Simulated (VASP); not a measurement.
Input of a VASP 6.6.1 run:

Contents of INCAR:

```
SYSTEM = LiMo16
  ALGO = Normal
  EDIFF = 1E-6
  ENCUT = 520
  GGA = PS
  ISIF = 2
  ISMEAR = 0
  LASPH = .TRUE.
  LCHARG = .FALSE.
  LREAL = Auto
  LWAVE = .FALSE.
  NBANDS = 128
  NELM = 60
  PREC = Accurate
  SIGMA = 0.05
```

KPOINTS

```
k-points
0
G
  3 3 3
  0 0 0
```

Contents of POSCAR:

```
LiMo16
1.0
    6.3000000000      0.0000000000      0.0000000000
    0.0000000000      6.3000000000      0.0000000000
    0.0000000000      0.0000000000      6.3000000000
Mo Li
16 1
Direct
    0.0003985104     -0.0072852721     -0.0000810730
    0.5004187483     -0.0072916003      0.0028757764
    0.0004248227      0.4927012083      0.0028269816
    0.0003956421     -0.0072698016      0.5001543928
    0.2425238742      0.2348787831      0.2500775316
    0.5003776396      0.4927935846     -0.0637276429
    0.5004201628     -0.0073061045      0.4972919293
    0.7583151159      0.2348488454      0.2500704543
    0.0004202008      0.4927008731      0.4973414074
    0.2425874712      0.7505213149      0.2500550773
    0.2387465756      0.2310080594      0.7500932796
    0.5003876679      0.4927089338      0.5634462872
    0.7582625308      0.7505666899      0.2500702990
    0.7620639395      0.2310494566      0.7500962041
    0.2386928857      0.7544565034      0.7500648990
    0.7621060333      0.7543913112      0.7500753251
    0.5004704292      0.4926406650      0.2497994311
```

Potentials or basis: VASP PAW PBE potentials, release 64 (Mo_sv, Li_sv).

Run with:

```console
$ cat potpaw_PBE.64/Mo_sv/POTCAR potpaw_PBE.64/Li_sv/POTCAR > POTCAR
$ mpirun -np 1 vasp_std > vasp.out
```

(1) Estimate the band gap on the k mesh.

(2) What does it give for the largest force?

Answers

(1) zero (an odd number of electrons rules out a gap without spin polarisation).

(2) 0.068 eV/Å.

Caveat: the PAW data sets were made with another functional, which shifts forces and pressure a little.
